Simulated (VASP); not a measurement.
A run of VASP 6.6.1 is set up as follows.

Contents of INCAR:

```
PREC = Accurate
ENCUT = 600
EDIFF = 1E-7
ISMEAR = 0
SIGMA = 0.1
LREAL = False
LASPH = True
NELM = 60
ALGO = Normal
ISIF = 3
LWAVE = False
LCHARG = False
GGA = PS
IBRION = 2
NSW = 100
EDIFFG = -0.005
```

KPOINTS

```
Automatic mesh
0
Gamma
  12 12 18
```

File POSCAR:

```
Be
1.0
    3.7468140000      0.0000000000      0.0000000000
    0.0000000000      3.7468140000      0.0000000000
    0.0000000000      0.0000000000      2.2812800000
Be
4
Direct
    0.2974080000      0.2974080000      0.0000000000
    0.7025920000      0.7025920000      0.0000000000
    0.2025920000      0.7974080000      0.5000000000
    0.7974080000      0.2025920000      0.5000000000
```

Potentials or basis: VASP PAW PBE potentials, release 64 (Be).

Run with:

```console
$ cat potpaw_PBE.64/Be/POTCAR > POTCAR
$ mpirun -np 1 vasp_std > vasp.out
```

What does it give for the relaxed cell?

a = 3.753 Å, b = 3.753 Å, c = 2.262 Å, α = 90.00°, β = 90.00°, γ = 90.00°.

What does it give for the space group after relaxing (to 0.05 Å)?

P4_2/mnm (No. 136).

Predict the band gap on the k mesh.

zero (band 4 reaches 7.81 eV, above the bottom of band 5 at 5.73 eV).

Final structure:
```yaml
crystal:
  lattice:
    - [3.75291, 0.00000, 0.00000]
    - [0.00000, 3.75291, 0.00000]
    - [0.00000, 0.00000, 2.26208]
  atoms:
    - { symbol: Be, position: [0.29818, 0.29818, 0.00000] }
    - { symbol: Be, position: [0.70182, 0.70182, 0.00000] }
    - { symbol: Be, position: [0.20182, 0.79818, 0.50000] }
    - { symbol: Be, position: [0.79818, 0.20182, 0.50000] }
```
